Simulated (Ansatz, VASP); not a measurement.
## HfN in VASP and in Ansatz

```xyz
2
Lattice="0.0000 2.2559 2.2559 2.2559 0.0000 2.2559 2.2559 2.2559 0.0000" Properties=species:S:1:pos:R:3 pbc="T T T"
Hf    0.0000    0.0000    0.0000
N     2.2559    2.2559    2.2559
```

Alike in both runs: task single point; functional LDA; k mesh 8 × 8 × 8; occupations gaussian, width 0.1 eV; no spin polarisation.

|  | VASP | Ansatz |
| --- | --- | --- |
| version | VASP 6.6.1 | Ansatz 0.2.0 |
| potentials or method | VASP PAW LDA potentials, release 64 (Hf_pv, N), cutoff 520 eV | scalar-relativistic, plane waves, PAW |
| valence electrons in the cell | 15 | 31 |

```tsv
	VASP	Ansatz	Ansatz less VASP
gap on the k mesh at the Fermi level (eV)	none	none	-
pressure (GPa)	-9.3	-8.0	+1.30
```

Ansatz warns that its potentials were made for another functional, while VASP's fit it. LDA's correlation is that of Perdew and Zunger in VASP and of Perdew and Wang (1992) in Ansatz. A gap of «none» marks a metal or a gap that the smearing closes. VASP's potentials hold 15 valence electrons a cell and Ansatz's 31, so a difference there can come from the potentials and not from the codes.

Spin-orbit coupling is off throughout.
